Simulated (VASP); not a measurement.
Set up this calculation in VASP 6.6.1, as the native input.

```yaml
Task: single point
Functional: PBE
Potentials_or_basis: VASP PAW PBE potentials, release 64 (Si, Br)
Cutoff: 520 eV
k_mesh: 8 × 8 × 8
Occupations: gaussian, width 0.1 eV
Spin: no spin polarisation
Dipole_correction: no
Further_INCAR_settings: ALGO = Fast; EDIFF = 1e-06; NBANDS = 28
```

The structure of SiBr5 lies in POSCAR:

```
SiBr5
1.0
    0.0000000000      4.3427200588      4.3427200588
    4.3427200588      0.0000000000      4.3427200588
    4.3427200588      4.3427200588      0.0000000000
Si Br
1 5
Direct
    0.0000000000      0.0000000000      0.0000000000
    0.7500000000      0.7500000000      0.7500000000
    0.3750080173      0.3750080173      0.8749759482
    0.3750080173      0.8749759482      0.3750080173
    0.8749759482      0.3750080173      0.3750080173
    0.3750080173      0.3750080173      0.3750080173
```

The cell was generated, and may not be a known phase.

The input as run:

INCAR

```
ALGO = Fast ; EDIFF = 1E-6
ENCUT = 520 ; GGA = PE
ISIF = 2 ; ISMEAR = 0
LASPH = True ; LCHARG = False
LREAL = False ; LWAVE = False
NBANDS = 28 ; NELM = 100
PREC = Accurate ; SIGMA = 0.1
```

KPOINTS

```
k-points
0
Gamma
  8 8 8
```

Potentials or basis: VASP PAW PBE potentials, release 64 (Si, Br).

Command:

```console
$ cat potpaw_PBE.64/Si/POTCAR potpaw_PBE.64/Br/POTCAR > POTCAR
$ mpirun -np 1 vasp_std > vasp.out
```

Results of the run:

| Quantity | Value |
| --- | --- |
| Pressure | 0.0 GPa |
| Band gap on the k mesh | zero (an odd number of electrons rules out a gap without spin polarisation) |

Caveat: an odd number of electrons without spin polarisation forces a metal; a magnetic or distorted state may lie lower.

It took 3.7 min on 1 thread of Oxide Virtual Turin-like Processor, with other jobs on the host, peak memory 0.33 GiB.
